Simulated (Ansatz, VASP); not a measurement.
Al in VASP and in Ansatz

Contents of INCAR:

```
PREC = Accurate
ENCUT = 600
EDIFF = 1E-6
ISMEAR = 0
SIGMA = 0.1
LREAL = F
LASPH = T
NELM = 100
ALGO = Fast
ISIF = 3
LWAVE = F
LCHARG = F
GGA = PS
IBRION = 2
NSW = 100
EDIFFG = -0.01
```

KPOINTS

```
Automatic mesh
0
Gamma
  24 24 12
```

The input POSCAR:

```
Al
1.0
    2.8124553515      0.0000000000      0.0000000000
   -1.4062276757      2.4356577814      0.0000000000
    0.0000000000      0.0000000000      4.8668500000
Al
2
Direct
    0.6666666700      0.3333333300      0.7500000000
    0.3333333300      0.6666666700      0.2500000000
```

Input for Ansatz:

```yaml
crystal:
  lattice:
    - [2.8124553515, 0.0, 0.0]
    - [-1.4062276757, 2.4356577814, 0.0]
    - [0.0, 0.0, 4.86685]
  atoms:
    - { symbol: Al, position: [0.66666667, 0.33333333, 0.75] }
    - { symbol: Al, position: [0.33333333, 0.66666667, 0.25] }
basis:
  ecutwfc: 420
kpoints:
  mp_grid: { grid: [24, 24, 12] }
hamiltonian:
  xc: pbesol
scf:
  occupations: { method: gaussian, width: 0.1 }
output:
  forces: true
  stress: true
  eigenvalues: true
relax:
  adjacent_minimum: "off"
  f_tol: 0.01
  max_steps: 80
  cell: { stress_tol: 0.05 }
```

Alike in both runs: task relaxation of cell and atoms; functional PBEsol; k mesh 24 × 24 × 12; occupations gaussian, width 0.1 eV; no spin polarisation.

|  | VASP | Ansatz |
| --- | --- | --- |
| version | VASP 6.6.1 | Ansatz 0.2.0 |
| potentials or method | VASP PAW PBE potentials, release 64 (Al), cutoff 600 eV | scalar-relativistic, plane waves, PAW |
| valence electrons in the cell | 6 | 6 |

Ansatz gave:

- gap on the k mesh at the Fermi level, each at its own relaxed structure (eV): none
- relaxed volume (Å³/atom): 16.32
- relaxed cell length with the largest relative difference (Å): 2.833

**Question.** What did VASP give for the same quantities?

**Answer.** gap on the k mesh at the Fermi level, each at its own relaxed structure (eV): none; relaxed volume (Å³/atom): 16.33; relaxed cell length with the largest relative difference (Å): 2.834.

VASP's potentials were made for PBE, not for PBEsol. A gap of «none» marks a metal or a gap that the smearing closes.
